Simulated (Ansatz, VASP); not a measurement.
## Two plane-wave programs on P2Se2O

```
CELL_PARAMETERS angstrom
4.71247 0.00000 0.00000
-2.35624 4.08112 0.00000
0.00000 0.00000 5.83576
ATOMIC_POSITIONS crystal
P 0.00000 0.00000 0.17415
P 0.00000 0.00000 0.82585
Se 0.33333 0.66667 0.00000
Se 0.66667 0.33333 0.00000
O 0.00000 0.00000 0.50000
```

Alike in both runs: task relaxation of cell and atoms; functional PBE; dispersion D3(BJ); k mesh 6 × 6 × 4; occupations gaussian, width 0.1 eV; no spin polarisation.

```csv
,VASP,Ansatz
version,VASP 6.6.1,Ansatz 0.2.0
potentials or method,"VASP PAW PBE potentials, release 64 (P, Se, O), cutoff 600 eV","scalar-relativistic, plane waves, PAW"
valence electrons in the cell,28,48
```

```tsv
	VASP	Ansatz	Ansatz less VASP
gap on the k mesh at the Fermi level, each at its own relaxed structure (eV)	none	none	-
relaxed volume (Å³/atom)	22.03	22.03	-0.002
relaxed length of the cell vector where the two differ most in proportion (Å)	5.664	5.692	+0.0285
```

A gap of «none» marks a metal or a gap that the smearing closes. VASP's potentials hold 28 valence electrons a cell and Ansatz's 48, so a difference there can come from the potentials and not from the codes.
